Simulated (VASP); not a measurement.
Here is a VASP 6.6.1 calculation.

Contents of INCAR:

```
ALGO     = Normal         # electronic algorithm
EDIFF    = 1E-6           # SCF threshold, eV
EDIFFG   = -0.01          # ionic threshold
ENCUT    = 600            # plane-wave cutoff, eV
GGA      = RE             # functional
IBRION   = 2              # ionic algorithm
ISIF     = 3              # what is computed and relaxed
ISMEAR   = -1             # smearing method
IVDW     = 12             # dispersion correction
LASPH    = T              # aspherical terms in the spheres
LCHARG   = F              # write CHGCAR
LREAL    = F              # projectors in reciprocal space
LWAVE    = F              # write WAVECAR
NELM     = 100            # most SCF steps
NSW      = 60             # ionic steps
PREC     = Accurate       # precision mode
SIGMA    = 0.05           # smearing width, eV
```

KPOINTS

```
k-points
0
Gamma
  11 11 3
```

POSCAR

```
Re
1.0
    2.7663873939      0.0000000000      0.0000000000
   -1.3831936969      2.3957617598      0.0000000000
    0.0000000000      0.0000000000      8.9388451600
Re
4
Direct
    0.6666666667      0.3333333333      0.7500000000
    0.0000000000      0.0000000000      0.5000000000
    0.3333333333      0.6666666667      0.2500000000
    0.0000000000      0.0000000000      0.0000000000
```

Potentials or basis: VASP PAW PBE potentials, release 64 (Re).

Launch:

```console
$ cat potpaw_PBE.64/Re/POTCAR > POTCAR
$ mpirun -np 1 vasp_std > vasp.out
```

Q: Predict the space group after relaxing (to 0.05 Å).

A: P6_3/mmc (No. 194).

Q: Estimate the relaxed cell.

A: a = 2.747 Å, b = 2.747 Å, c = 8.886 Å, α = 90.00°, β = 90.00°, γ = 120.00°.

Final structure:
```
CELL_PARAMETERS angstrom
2.74745 0.00000 0.00000
-1.37373 2.37936 0.00000
0.00000 0.00000 8.88576
ATOMIC_POSITIONS crystal
Re 0.66667 0.33333 0.75000
Re 0.00000 0.00000 0.50000
Re 0.33333 0.66667 0.25000
Re 0.00000 0.00000 0.00000
```
